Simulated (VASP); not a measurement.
# Ti (P6_3/mmc) in VASP: settings compared

Aim: see how the results for Ti move with the level of theory and the settings. Levels: LDA, PBE. Tasks: single point.

All numbers are computed with VASP 6.6.1; they aren't measurements. Logs are shortened: lines on timing, memory, paths and dates and some standing lists are left out, and cuts for length are marked.

## 1. The cell of the first run

The structure is hexagonal, space group P6_3/mmc (No. 194). Conventional cell: a = 2.939 Å, b = 2.939 Å, c = 4.649 Å, α = 90.00°, β = 90.00°, γ = 120.00°. Ti (site symmetry -6m2) has 12 Ti at 2.88 to 2.94 Å within 3.8 Å.

## 2. Single point, LDA

INCAR

```
ALGO = Normal ; EDIFF = 1E-6
ENCUT = 500 ; GGA_COMPAT = False
ISIF = 2 ; ISMEAR = 1
LASPH = True ; LCHARG = False
LREAL = Auto ; LWAVE = False
NBANDS = 240 ; NELM = 120
PREC = Accurate ; SIGMA = 0.1
```

KPOINTS

```
k-points
0
Gamma
  2 2 2
```

POSCAR

```
Ti
1.0
    8.8180724686      0.0000000867      0.0000000000
   -4.4090363094      7.6366747268      0.0000000000
    0.0000000000      0.0000000000      9.2970418644
Ti
36
Direct
    0.1111111111      0.2222222222      0.1250000000
    0.2222222222      0.1111111111      0.3750000000
    0.1111111111      0.2222222222      0.6250000000
    0.2222222222      0.1111111111      0.8750000000
    0.1111111111      0.5555555556      0.1250000000
    0.2222222222      0.4444444444      0.3750000000
    0.1111111111      0.5555555556      0.6250000000
    0.2222222222      0.4444444444      0.8750000000
    0.1111111111      0.8888888889      0.1250000000
    0.2222222222      0.7777777778      0.3750000000
    0.1111111111      0.8888888889      0.6250000000
    0.2222222222      0.7777777778      0.8750000000
    0.4444444444      0.2222222222      0.1250000000
    0.5555555556      0.1111111111      0.3750000000
    0.4444444444      0.2222222222      0.6250000000
    0.5555555556      0.1111111111      0.8750000000
    0.4444444444      0.5555555556      0.1250000000
    0.5555555556      0.4444444444      0.3750000000
    0.4444444444      0.5555555556      0.6250000000
    0.5555555556      0.4444444444      0.8750000000
    0.4444444444      0.8888888889      0.1250000000
    0.5555555556      0.7777777778      0.3750000000
    0.4444444444      0.8888888889      0.6250000000
    0.5555555556      0.7777777778      0.8750000000
    0.7777777778      0.2222222222      0.1250000000
    0.8888888889      0.1111111111      0.3750000000
    0.7777777778      0.2222222222      0.6250000000
    0.8888888889      0.1111111111      0.8750000000
    0.7777777778      0.5555555556      0.1250000000
    0.8888888889      0.4444444444      0.3750000000
    0.7777777778      0.5555555556      0.6250000000
    0.8888888889      0.4444444444      0.8750000000
    0.7777777778      0.8888888889      0.1250000000
    0.8888888889      0.7777777778      0.3750000000
    0.7777777778      0.8888888889      0.6250000000
    0.8888888889      0.7777777778      0.8750000000
```

Potentials or basis: VASP PAW LDA potentials, release 64 (Ti_sv).

Launch:

```bash
cat potpaw_LDA.64/Ti_sv/POTCAR > POTCAR
mpirun -np 1 vasp_std > vasp.out
```

OUTCAR:

```text
EDIFF = 1E-6
   ENCUT = 500
   ISIF = 2
   ISMEAR = 1
   LASPH = True
   LREAL = Auto
   NELM = 120
   PREC = Accurate

 ion  position               nearest neighbor table
   1  0.111  0.222  0.125-   6 2.88   8 2.88  26 2.88  28 2.88   2 2.88   4 2.88
   2  0.222  0.111  0.375-   9 2.88  11 2.88  13 2.88  15 2.88   1 2.88   3 2.88
   3  0.111  0.222  0.625-   6 2.88   8 2.88  26 2.88  28 2.88   2 2.88   4 2.88
   4  0.222  0.111  0.875-   9 2.88  11 2.88  13 2.88  15 2.88   1 2.88   3 2.88
   5  0.111  0.556  0.125-  10 2.88  12 2.88  30 2.88  32 2.88   6 2.88   8 2.88
   6  0.222  0.444  0.375-   1 2.88   3 2.88  17 2.88  19 2.88   5 2.88   7 2.88
[... 28 lines left out ...]
  35  0.778  0.889  0.625-  26 2.88  28 2.88  22 2.88  24 2.88  34 2.88  36 2.88
  36  0.889  0.778  0.875-  29 2.88  31 2.88   9 2.88  11 2.88  33 2.88  35 2.88

  LATTYP: Found a hexagonal cell.
 ALAT       =     8.8180724686
 C/A-ratio  =     1.0543167906

  Lattice vectors:

 A1 = (   8.8180724686,   0.0000000867,   0.0000000000)
 A2 = (  -4.4090363094,   7.6366747268,   0.0000000000)
 A3 = (   0.0000000000,   0.0000000000,   9.2970418644)

Analysis of symmetry for initial positions (statically):
=====================================================================
 Subroutine PRICEL returns following result:

  LATTYP: Found a hexagonal cell.
 ALAT       =     2.9393574892
 C/A-ratio  =     1.5814751861

  Lattice vectors:

 A1 = (   2.9393574892,   0.0000000289,   0.0000000000)
 A2 = (  -1.4696787697,   2.5455582420,   0.0000000000)
 A3 = (   0.0000000000,   0.0000000000,   4.6485209322)

  18 primitive cells build up your supercell.

 Routine SETGRP: Setting up the symmetry group for a
 hexagonal supercell.

 Subroutine GETGRP returns: Found 24 space group operations
 (whereof 12 operations were pure point group operations)
 out of a pool of 24 trial point group operations.

The static configuration has the point symmetry D_3d.
 The point group associated with its full space group is D_6h.

Analysis of symmetry for dynamics (positions and initial velocities):
=====================================================================
 Subroutine PRICEL returns following result:

  LATTYP: Found a hexagonal cell.
 ALAT       =     2.9393574892
 C/A-ratio  =     1.5814751861

  Lattice vectors:

 A1 = (   2.9393574892,   0.0000000289,   0.0000000000)
 A2 = (  -1.4696787697,   2.5455582420,   0.0000000000)
 A3 = (   0.0000000000,   0.0000000000,   4.6485209322)

  18 primitive cells build up your supercell.

 Routine SETGRP: Setting up the symmetry group for a
 hexagonal supercell.

 Subroutine GETGRP returns: Found 24 space group operations
 (whereof 12 operations were pure point group operations)
 out of a pool of 24 trial point group operations.

The dynamic configuration has the point symmetry D_3d.
 The point group associated with its full space group is D_6h.

 Subroutine INISYM returns: Found 24 space group operations
 (whereof 12 operations are pure point group operations),
 and found    18 'primitive' translations

----------------------------------------------------------------------------------------

                                     Primitive cell

  volume of cell :      34.7817

  direct lattice vectors                    reciprocal lattice vectors
     2.939357489  0.000000029  0.000000000     0.340210402  0.196420572  0.000000000
    -1.469678770  2.545558242  0.000000000    -0.000000004  0.392841137  0.000000000
     0.000000000  0.000000000  4.648520932     0.000000000  0.000000000  0.215122189

  length of vectors
     2.939357489  2.939357489  4.648520932     0.392841137  0.392841137  0.215122189

  position of ions in fractional coordinates (direct lattice)
     0.333333333  0.666666667  0.250000000
     0.666666667  0.333333333  0.750000000

  ion indices of the primitive-cell ions
   primitive index   ion index
                 1           1
                 2           2

----------------------------------------------------------------------------------------

 KPOINTS: k-points

Automatic generation of k-mesh.
 Grid dimensions read from file:
 generate k-points for:    2    2    2

 Generating k-lattice:

  Cartesian coordinates                     Fractional coordinates (reciprocal lattice)
     0.056701734  0.032736762  0.000000000     0.500000000  0.000000000  0.000000000
    -0.000000001  0.065473523  0.000000000     0.000000000  0.500000000  0.000000000
     0.000000000  0.000000000  0.053780547     0.000000000  0.000000000  0.500000000

  Length of vectors
     0.065473523  0.065473523  0.053780547

  Shift w.r.t. Gamma in fractional coordinates (k-lattice)
     0.000000000  0.000000000  0.000000000

 Subroutine IBZKPT returns following result:
 ===========================================

 Found      4 irreducible k-points:

 Following reciprocal coordinates:
            Coordinates               Weight
  0.000000  0.000000  0.000000      1.000000
  0.500000  0.000000  0.000000      3.000000
  0.000000  0.000000  0.500000      1.000000
  0.500000  0.000000  0.500000      3.000000
   k-points           NKPTS =      4   k-points in BZ     NKDIM =      4   number of bands    NBANDS=    240
   number of dos      NEDOS =    301   number of ions     NIONS =     36
   total plane-waves  NPLWV = 286720
   dimension x,y,z NGX =    64 NGY =   64 NGZ =   70
   dimension x,y,z NGXF=   128 NGYF=  128 NGZF=  140
   ions per type =              36
   NGX,Y,Z   is equivalent  to a cutoff of  12.07, 12.07, 12.52 a.u.
   NGXF,Y,Z  is equivalent  to a cutoff of  24.13, 24.13, 25.03 a.u.
 SYSTEM =  unknown system
   PREC   = accura    normal or accurate (medium, high low for compatibility)
   ISTART =      0    job   : 0-new  1-cont  2-samecut
   ICHARG =      2    charge: 1-file 2-atom 10-const
   ISPIN  =      1    spin polarized calculation?
   LNONCOLLINEAR =      F non collinear calculations
   LSORBIT =      F    spin-orbit coupling
   LASPH  =      T    aspherical Exc in radial PAW
   ENCUT  =  500.0 eV  36.75 Ry    6.06 a.u.  16.08 16.08 16.95*2*pi/ulx,y,z
   NELM   =    120;   NELMIN=  2; NELMDL= -5     # of ELM steps
   EDIFF  = 0.1E-05   stopping-criterion for ELM
   LREAL  =      T    real-space projection
   EDIFFG = 0.1E-04   stopping-criterion for IOM
   NSW    =      0    number of steps for IOM
   IBRION =     -1    ionic relax: 0-MD 1-quasi-New 2-CG
   NFREE  =      0    steps in history (QN), initial steepest desc. (CG)
   ISIF   =      2    stress and relaxation
   ISYM   =      2    0-nonsym 1-usesym 2-fastsym
   POTIM  = 0.5000    time-step for ionic-motion
   TEBEG  =    0.0;   TEEND  =   0.0 temperature during run
   PSTRESS=    0.0 pullay stress
   NELECT =     432.0000    total number of electrons
   NUPDOWN=      -1.0000    fix difference up-down
   EMIN   =  10.00;   EMAX   =-10.00  energy-range for DOS
   EFERMI =   0.00;   METHOD = LEGACY
   ISMEAR =     1;   SIGMA  =   0.10  broadening in eV -4-tet -1-fermi 0-gaus
   EFERMI_NEDOS =   21; number of points for ismear=-14 and -15
   IALGO  =     38    algorithm
   IMIX   =      4    mixing-type and parameters
     AMIX     =   0.40;   BMIX     =  1.00
     AMIX_MAG =   1.60;   BMIX_MAG =  1.00
  volume/ion in A,a.u.               =      17.39       117.36
  Fermi-wavevector in a.u.,A,eV,Ry     =   1.446645  2.733762 28.474006  2.092780
  Thomas-Fermi vector in A             =   2.564690
   LORBIT       =      0    0 simple, 1 ext, 2 COOP (PROOUT), +10 PAW based schemes
   GGA     = CA    functional components
   LHFCALC =     F    Hartree Fock is set to
   AEXX    =    0.0000 exact exchange contribution
   IVDW    =     0    specifies the selected vdW correction
   LEPSILON=     F    determine dielectric tensor
   LRPA    =     F    only Hartree local field effects (RPA)
 non-spin polarized calculation
 Methfessel and Paxton  Order N= 1 SIGMA  =   0.10
  energy-cutoff  :      500.00
  volume of cell :      626.07
 maximum number of plane-waves:     15927
   NGX = 33   NGY = 33   NGZ = 33

 number of electron     432.0000109 magnetization

 Free energy of the ion-electron system (eV)
  ---------------------------------------------------
  ext. energy  EPLUGINS =         0.00000000
  ---------------------------------------------------
  free energy    TOTEN  =      -306.20030105 eV

  energy without entropy =     -306.23017143  energy(sigma->0) =     -306.21025784

 E-fermi :   8.1655     XC(G=0): -11.7763

 val. band max:        8.1463675494   @ k =   0.5000   0.0000   0.5000
 cond. band min:       8.1724843950   @ k =   0.0000   0.0000   0.0000
 fundamental gap:      0.0261168456
 Fermi energy:         8.1655039002

 k-point     1 :       0.0000    0.0000    0.0000
  band No.  band energies     occupation
      1     -48.0723      2.00000
      2     -48.0004      2.00000
      3     -48.0004      2.00000
      4     -47.9857      2.00000
      5     -47.9857      2.00000
      6     -47.9857      2.00000
[... 220 lines left out ...]
    227       8.6840     -0.00000
    228       8.6842     -0.00000

 k-point     2 :       0.5000    0.0000    0.0000
  band No.  band energies     occupation
      1     -48.0453      2.00000
      2     -48.0453      2.00000
      3     -48.0017      2.00000
      4     -48.0017      2.00000
      5     -47.9817      2.00000
      6     -47.9817      2.00000
[... 220 lines left out ...]
    227       8.2470      0.01227
    228       8.2470      0.01226

 k-point     3 :       0.0000    0.0000    0.5000
  band No.  band energies     occupation
      1     -48.0514      2.00000
      2     -48.0514      2.00000
      3     -47.9735      2.00000
      4     -47.9735      2.00000
      5     -47.9735      2.00000
      6     -47.9735      2.00000
[... 220 lines left out ...]
    227       8.5309     -0.00000
    228       8.5309     -0.00000

 k-point     4 :       0.5000    0.0000    0.5000
  band No.  band energies     occupation
      1     -48.0268      2.00000
      2     -48.0268      2.00000
      3     -48.0268      2.00000
      4     -48.0268      2.00000
      5     -47.9876      2.00000
      6     -47.9876      2.00000
[... 220 lines left out ...]
    227       8.4086     -0.00313
    228       8.4089     -0.00309
 [bands above 228 left out]

------------------------ aborting loop because EDIFF is reached ----------------------------------------

  FORCE on cell =-STRESS in cart. coord.  units (eV):
  Direction    XX          YY          ZZ          XY          YZ          ZX
  --------------------------------------------------------------------------------------
  -------------------------------------------------------------------------------------
  Total      -35.3040869    -35.3040869    -32.9695392      0.0000000      0.0000000      0.0000000
  in kB      -90.3468095    -90.3468095    -84.3724605      0.0000000      0.0000000      0.0000000
  external PRESSURE =     -88.3553598 kB  Pullay stress =       0.0000000 kB

 VOLUME and BASIS-vectors are now :
 -----------------------------------------------------------------------------
  energy-cutoff  :      500.00
  volume of cell :      626.07
      direct lattice vectors                 reciprocal lattice vectors
     8.818072469  0.000000087  0.000000000     0.113403467  0.065473524  0.000000000
    -4.409036309  7.636674727  0.000000000    -0.000000001  0.130947046  0.000000000
     0.000000000  0.000000000  9.297041864     0.000000000  0.000000000  0.107561095

 POSITION                                       TOTAL-FORCE (eV/Angst)
 -----------------------------------------------------------------------------------
     -0.00000      1.69704      1.16213        -0.000000      0.000000     -0.000000
      1.46968      0.84852      3.48639         0.000000     -0.000000     -0.000000
     -0.00000      1.69704      5.81065        -0.000000      0.000000     -0.000000
      1.46968      0.84852      8.13491        -0.000000     -0.000000      0.000000
     -1.46968      4.24260      1.16213        -0.000000      0.000000     -0.000000
     -0.00000      3.39408      3.48639        -0.000000     -0.000000     -0.000000
[... 28 lines left out ...]
      2.93936      6.78816      5.81065         0.000000      0.000000     -0.000000
      4.40904      5.93964      8.13491        -0.000000     -0.000000      0.000000
 -----------------------------------------------------------------------------------
    total drift:                               -0.000000      0.000000      0.000000

  FREE ENERGIE OF THE ION-ELECTRON SYSTEM (eV)
  ---------------------------------------------------
  free  energy   TOTEN  =      -306.2003010496 eV

  energy  without entropy=     -306.2301714347  energy(sigma->0) =     -306.21025784
```

Run time: 35 min. Hardware: 1 thread of Intel Xeon 8259CL, shared host; peak memory 0.67 GiB.

What came out:

| Quantity | Value |
| --- | --- |
| Free energy | -306.2003 eV |
| Pressure | -8.8 GPa |
| Band gap on the k mesh | zero (bands 216 and 217 overlap by 0.04 eV) |

Levels at points of the mesh, in eV from the Fermi level:
```tsv
k point	band 213	band 214	band 215	band 216	band 217	band 218	band 219	band 220
(0.00, 0.00, 0.00)	-0.26	-0.26	-0.26	-0.26	0.01	0.01	0.12	0.12
(0.50, 0.00, 0.00)	-0.31	-0.31	-0.11	-0.11	0.07	0.07	0.07	0.07
(0.00, 0.00, 0.50)	-0.06	-0.06	-0.06	-0.06	-0.06	-0.06	-0.06	-0.06
(0.50, 0.00, 0.50)	-0.02	-0.02	-0.02	-0.02	0.10	0.10	0.10	0.10
```

Caveat: the k points lie up to 0.41 Å⁻¹ apart.

## 3. Single point, PBE

INCAR

```
SYSTEM = Ti
PREC = Accurate ; ENCUT = 520
EDIFF = 1E-6 ; ISMEAR = 1
SIGMA = 0.1 ; LREAL = Auto
LASPH = .True. ; NELM = 80
ALGO = Normal ; ISIF = 2
LWAVE = .False. ; LCHARG = .False.
GGA = PE ; NBANDS = 240
KPAR = 2 ; NCORE = 2
```

KPOINTS

```
regular mesh
0
Gamma
  2 2 2
  0 0 0
```

POSCAR is that of step 2.

Potentials or basis: VASP PAW PBE potentials, release 64 (Ti_sv).

Launch:

```bash
cat potpaw_PBE.64/Ti_sv/POTCAR > POTCAR
mpirun -np 4 vasp_std > vasp.out
```

Wall time 7.5 min (4 MPI ranks of Oxide Virtual Turin-like, shared host); peak memory 0.54 GiB.

The run converged. Its results:

```
Free energy            : -281.7708 eV
Pressure               : -0.4 GPa
Band gap on the k mesh : zero (bands 216 and 217 overlap by 0.06 eV)
```

Stress tensor (GPa, compression positive):
```
-0.64  0.00  0.00
 0.00 -0.64  0.00
 0.00  0.00  0.20
```

Levels at points of the mesh, in eV from the Fermi level:
| k point | band 212 | band 213 | band 214 | band 215 | band 216 | band 217 | band 218 | band 219 | band 220 | band 221 |
| --- | --- | --- | --- | --- | --- | --- | --- | --- | --- | --- |
| (0.00, 0.00, 0.00) | -0.69 | -0.30 | -0.30 | -0.30 | -0.30 | 0.00 | 0.00 | 0.15 | 0.15 | 0.15 |
| (0.50, 0.00, 0.00) | -0.38 | -0.36 | -0.36 | -0.10 | -0.10 | 0.05 | 0.05 | 0.05 | 0.05 | 0.05 |
| (0.00, 0.00, 0.50) | -0.59 | -0.06 | -0.06 | -0.06 | -0.06 | -0.06 | -0.06 | -0.06 | -0.06 | 0.07 |
| (0.50, 0.00, 0.50) | -0.68 | 0.00 | 0.00 | 0.00 | 0.00 | 0.13 | 0.13 | 0.13 | 0.13 | 0.13 |

Caveat: the k points lie up to 0.41 Å⁻¹ apart.
